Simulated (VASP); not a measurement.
# Te2Mo (P6_3/mmc) in VASP: further runs, part 2 of 3

VASP 6.6.1.

## 3. Single point, PBEsol (strain +0.050 along x and y, +0.050 along z)

The input, INCAR:

```
  PREC = Accurate
  ENCUT = 520
  EDIFF = 1E-7
  ISMEAR = 0
  SIGMA = 0.05
  LREAL = F
  LASPH = T
  NELM = 60
  ALGO = Normal
  ISIF = 2
  LWAVE = F
  LCHARG = F
  GGA = PS
  NBANDS = 35
```

The input, KPOINTS:

```
Automatic mesh
0
Gamma
  12 12 2
```

The input, POSCAR:

```
Te2Mo
1.0
    3.6686939548      0.0000000000      0.0000000000
   -1.8343469774      3.1771821636      0.0000000000
    0.0000000000      0.0000000000     14.7089659088
Te Mo
4 2
Direct
    0.3333333333      0.6666666667      0.6211281373
    0.6666666667      0.3333333333      0.1211281373
    0.3333333333      0.6666666667      0.8788718627
    0.6666666667      0.3333333333      0.3788718627
    0.3333333333      0.6666666667      0.2500000000
    0.6666666667      0.3333333333      0.7500000000
```

Potentials or basis: VASP PAW PBE potentials, release 64 (Te, Mo_sv).

Command:

```
> cat potpaw_PBE.64/Te/POTCAR potpaw_PBE.64/Mo_sv/POTCAR > POTCAR
> mpirun -np 1 vasp_std > vasp.out
```

OUTCAR:

```text
PREC = Accurate
   ENCUT = 520
   EDIFF = 1E-7
   ISMEAR = 0
   LREAL = F
   LASPH = T
   NELM = 60
   ISIF = 2
   GGA = PS

 ion  position               nearest neighbor table
   1  0.333  0.667  0.621-   6 2.84   6 2.84   6 2.84
   2  0.667  0.333  0.121-   5 2.84   5 2.84   5 2.84
   3  0.333  0.667  0.879-   6 2.84   6 2.84   6 2.84
   4  0.667  0.333  0.379-   5 2.84   5 2.84   5 2.84
   5  0.333  0.667  0.250-   2 2.84   4 2.84   2 2.84   4 2.84   2 2.84   4 2.84
   6  0.667  0.333  0.750-   1 2.84   3 2.84   1 2.84   3 2.84   1 2.84   3 2.84

  LATTYP: Found a hexagonal cell.
 ALAT       =     3.6686939548
 C/A-ratio  =     4.0093194172

  Lattice vectors:

 A1 = (   3.6686939548,   0.0000000000,   0.0000000000)
 A2 = (  -1.8343469774,   3.1771821636,   0.0000000000)
 A3 = (   0.0000000000,   0.0000000000,  14.7089659088)

Analysis of symmetry for initial positions (statically):
=====================================================================
 Subroutine PRICEL returns:
 Original cell was already a primitive cell.

 Routine SETGRP: Setting up the symmetry group for a
 hexagonal supercell.

 Subroutine GETGRP returns: Found 24 space group operations
 (whereof 12 operations were pure point group operations)
 out of a pool of 24 trial point group operations.

The static configuration has the point symmetry D_3d.
 The point group associated with its full space group is D_6h.

Analysis of symmetry for dynamics (positions and initial velocities):
=====================================================================
 Subroutine PRICEL returns:
 Original cell was already a primitive cell.

 Routine SETGRP: Setting up the symmetry group for a
 hexagonal supercell.

 Subroutine GETGRP returns: Found 24 space group operations
 (whereof 12 operations were pure point group operations)
 out of a pool of 24 trial point group operations.

The dynamic configuration has the point symmetry D_3d.
 The point group associated with its full space group is D_6h.

 Subroutine INISYM returns: Found 24 space group operations
 (whereof 12 operations are pure point group operations),
 and found     1 'primitive' translations

----------------------------------------------------------------------------------------

                                     Primitive cell

  volume of cell :     171.4493

  direct lattice vectors                    reciprocal lattice vectors
     3.668693955  0.000000000  0.000000000     0.272576566  0.157372154  0.000000000
    -1.834346977  3.177182164  0.000000000     0.000000000  0.314744308  0.000000000
     0.000000000  0.000000000 14.708965909     0.000000000  0.000000000  0.067985745

  length of vectors
     3.668693955  3.668693955 14.708965909     0.314744308  0.314744308  0.067985745

  position of ions in fractional coordinates (direct lattice)
     0.333333333  0.666666667  0.621128137
     0.666666667  0.333333333  0.121128137
     0.333333333  0.666666667  0.878871863
     0.666666667  0.333333333  0.378871863
     0.333333333  0.666666667  0.250000000
     0.666666667  0.333333333  0.750000000

  ion indices of the primitive-cell ions
   primitive index   ion index
[... 26 lines left out ...]
     0.000000000  0.000000000  0.000000000

 Subroutine IBZKPT returns following result:
 ===========================================

 Found     38 irreducible k-points:

 Following reciprocal coordinates:
            Coordinates               Weight
  0.000000  0.000000  0.000000      1.000000
  0.083333  0.000000  0.000000      6.000000
  0.166667 -0.000000  0.000000      6.000000
  0.250000  0.000000  0.000000      6.000000
  0.333333 -0.000000  0.000000      6.000000
  0.416667  0.000000  0.000000      6.000000
[... 16 lines left out ...]
  0.250000  0.000000  0.500000      6.000000
  0.333333 -0.000000  0.500000      6.000000
 [... further k-points ...]
   k-points           NKPTS =     38   k-points in BZ     NKDIM =     38   number of bands    NBANDS=     35
   number of dos      NEDOS =    301   number of ions     NIONS =      6
   total plane-waves  NPLWV =  87808
   dimension x,y,z NGX =    28 NGY =   28 NGZ =  112
   dimension x,y,z NGXF=    56 NGYF=   56 NGZF=  224
   ions per type =               4   2
   NGX,Y,Z   is equivalent  to a cutoff of  12.69, 12.69, 12.66 a.u.
   NGXF,Y,Z  is equivalent  to a cutoff of  25.38, 25.38, 25.32 a.u.
 SYSTEM =  unknown system
   PREC   = accura    normal or accurate (medium, high low for compatibility)
   ISTART =      0    job   : 0-new  1-cont  2-samecut
   ICHARG =      2    charge: 1-file 2-atom 10-const
   ISPIN  =      1    spin polarized calculation?
   LNONCOLLINEAR =      F non collinear calculations
   LSORBIT =      F    spin-orbit coupling
   LASPH  =      T    aspherical Exc in radial PAW
   ENCUT  =  520.0 eV  38.22 Ry    6.18 a.u.   6.82  6.82 27.35*2*pi/ulx,y,z
   NELM   =     60;   NELMIN=  2; NELMDL= -5     # of ELM steps
   EDIFF  = 0.1E-06   stopping-criterion for ELM
   LREAL  =      F    real-space projection
   EDIFFG = 0.1E-05   stopping-criterion for IOM
   NSW    =      0    number of steps for IOM
   IBRION =     -1    ionic relax: 0-MD 1-quasi-New 2-CG
   NFREE  =      0    steps in history (QN), initial steepest desc. (CG)
   ISIF   =      2    stress and relaxation
   ISYM   =      2    0-nonsym 1-usesym 2-fastsym
   POTIM  = 0.5000    time-step for ionic-motion
   TEBEG  =    0.0;   TEEND  =   0.0 temperature during run
   PSTRESS=    0.0 pullay stress
   NELECT =      52.0000    total number of electrons
   NUPDOWN=      -1.0000    fix difference up-down
   EMIN   =  10.00;   EMAX   =-10.00  energy-range for DOS
   EFERMI =   0.00;   METHOD = LEGACY
   ISMEAR =     0;   SIGMA  =   0.05  broadening in eV -4-tet -1-fermi 0-gaus
   EFERMI_NEDOS =   21; number of points for ismear=-14 and -15
   IALGO  =     38    algorithm
   IMIX   =      4    mixing-type and parameters
     AMIX     =   0.40;   BMIX     =  1.00
     AMIX_MAG =   1.60;   BMIX_MAG =  1.00
  volume/ion in A,a.u.               =      28.57       192.83
  Fermi-wavevector in a.u.,A,eV,Ry     =   1.099927  2.078561 16.460877  1.209840
  Thomas-Fermi vector in A             =   2.236330
   LORBIT       =      0    0 simple, 1 ext, 2 COOP (PROOUT), +10 PAW based schemes
   GGA     = PS    functional components
   LHFCALC =     F    Hartree Fock is set to
   AEXX    =    0.0000 exact exchange contribution
   IVDW    =     0    specifies the selected vdW correction
   LEPSILON=     F    determine dielectric tensor
   LRPA    =     F    only Hartree local field effects (RPA)
 non-spin polarized calculation
 Gauss-broadening in eV      SIGMA  =   0.05
  energy-cutoff  :      520.00
  volume of cell :      171.45
 maximum number of plane-waves:      4658
 NGX is ok and might be reduce to    28
   NGX = 13   NGY = 13   NGZ = 55

 number of electron      51.9999996 magnetization

 Free energy of the ion-electron system (eV)
  ---------------------------------------------------
  ext. energy  EPLUGINS =         0.00000000
  ---------------------------------------------------
  free energy    TOTEN  =       -38.49698087 eV

  energy without entropy =      -38.49698087  energy(sigma->0) =      -38.49698087

 E-fermi :   6.5664     XC(G=0):  -9.9556

 val. band max:        6.3438831400   @ k =   0.3333   0.3333   0.0000
 cond. band min:       7.0684270981   @ k =   0.2500   0.1667   0.0000
 fundamental gap:      0.7245439581
 Fermi energy:         6.5664289679

 k-point     1 :       0.0000    0.0000    0.0000
  band No.  band energies     occupation
      1     -54.5284      2.00000
      2     -54.5284      2.00000
      3     -28.6359      2.00000
      4     -28.6359      2.00000
      5     -28.5671      2.00000
      6     -28.5671      2.00000
[... 901 lines left out ...]
     34       9.2713      0.00000
     35      11.1763      0.00000

 [... further k-points ...]
[... 5 lines left out ...]
  --------------------------------------------------------------------------------------
  -------------------------------------------------------------------------------------
  Total      -10.7066092    -10.7066092    -13.5009281     -0.0000000      0.0000000      0.0000000
  in kB     -100.0522345   -100.0522345   -126.1648765     -0.0000000      0.0000000      0.0000000
  external PRESSURE =    -108.7564485 kB  Pullay stress =       0.0000000 kB

 VOLUME and BASIS-vectors are now :
 -----------------------------------------------------------------------------
  energy-cutoff  :      520.00
  volume of cell :      171.45
      direct lattice vectors                 reciprocal lattice vectors
     3.668693955  0.000000000  0.000000000     0.272576566  0.157372154  0.000000000
    -1.834346977  3.177182164  0.000000000     0.000000000  0.314744308  0.000000000
     0.000000000  0.000000000 14.708965909     0.000000000  0.000000000  0.067985745

 POSITION                                       TOTAL-FORCE (eV/Angst)
 -----------------------------------------------------------------------------------
     -0.00000      2.11812      9.13615         0.000000     -0.000000      1.630550
      1.83435      1.05906      1.78167        -0.000000      0.000000      1.630550
     -0.00000      2.11812     12.92730         0.000000      0.000000     -1.630550
      1.83435      1.05906      5.57281         0.000000      0.000000     -1.630550
     -0.00000      2.11812      3.67724        -0.000000     -0.000000     -0.000000
      1.83435      1.05906     11.03172         0.000000      0.000000     -0.000000
 -----------------------------------------------------------------------------------
    total drift:                               -0.000000      0.000000     -0.000000

  FREE ENERGIE OF THE ION-ELECTRON SYSTEM (eV)
  ---------------------------------------------------
  free  energy   TOTEN  =       -38.4969808683 eV

  energy  without entropy=      -38.4969808683  energy(sigma->0) =      -38.49698087
```

stdout:

```text
POSCAR found type information on POSCAR TeMo
 POSCAR found :  2 types and       6 ions
 scaLAPACK will be used
 -----------------------------------------------------------------------------
|                                                                             |
|                                                                             |
|     You enforced a specific xc type in the INCAR file but a different       |
|     I HOPE YOU KNOW WHAT YOU ARE DOING!                                     |
|                                                                             |
 -----------------------------------------------------------------------------

 LDA part: xc-table for (Slater+PW92), standard interpolation
 POSCAR, INCAR and KPOINTS ok, starting setup
 FFT: planning ... GRIDC
 FFT: planning ... GRID_SOFT
 FFT: planning ... GRID
 WAVECAR not read
 entering main loop
```

Wall time 4.7 min (1 thread of Intel Xeon Platinum 8488C (Sapphire Rapids), shared host); peak memory 0.4 GiB.

What came out:

| Quantity | Value |
| --- | --- |
| Free energy | -38.4970 eV |
| Pressure | -10.9 GPa |
| Largest force | 1.631 eV/Å |
| Band gap on the k mesh | 0.72 eV, indirect (least direct gap 0.88 eV) |

Forces on the atoms (eV/Å):
```
Te   0.000  0.000  1.631
Te   0.000  0.000  1.631
Te   0.000  0.000 -1.631
Te   0.000  0.000 -1.631
Mo   0.000  0.000  0.000
Mo   0.000  0.000  0.000
```

Stress tensor (GPa, compression positive):
```
-10.01   0.00   0.00
  0.00 -10.01   0.00
  0.00   0.00 -12.62
```

Levels at points of the mesh, in eV from the valence-band top:
| k point | band 24 | band 25 | band 26 | band 27 | band 28 | band 29 |
| --- | --- | --- | --- | --- | --- | --- |
| (0.00, 0.00, 0.00) | -0.78 | -0.49 | -0.08 | 2.45 | 2.45 | 2.55 |
| (0.50, 0.00, 0.00) | -0.73 | -0.57 | -0.35 | 1.11 | 1.15 | 1.28 |
| (0.00, 0.00, 0.50) | -0.86 | -0.16 | -0.16 | 2.48 | 2.48 | 2.48 |
| (0.50, 0.00, 0.50) | -0.74 | -0.46 | -0.46 | 1.13 | 1.13 | 1.42 |

Caveat: the cell differs from its parent crystal (strain +0.050 along x and y, +0.050 along z); the PAW data sets were made with another functional, which shifts forces and pressure a little; spin-orbit coupling is left out, which moves the levels of the heavy elements; this functional lacks dispersion, which binds the layers, so the pressure and a relaxed spacing across them are unreliable.

(Part 2 of 3 ends here.)
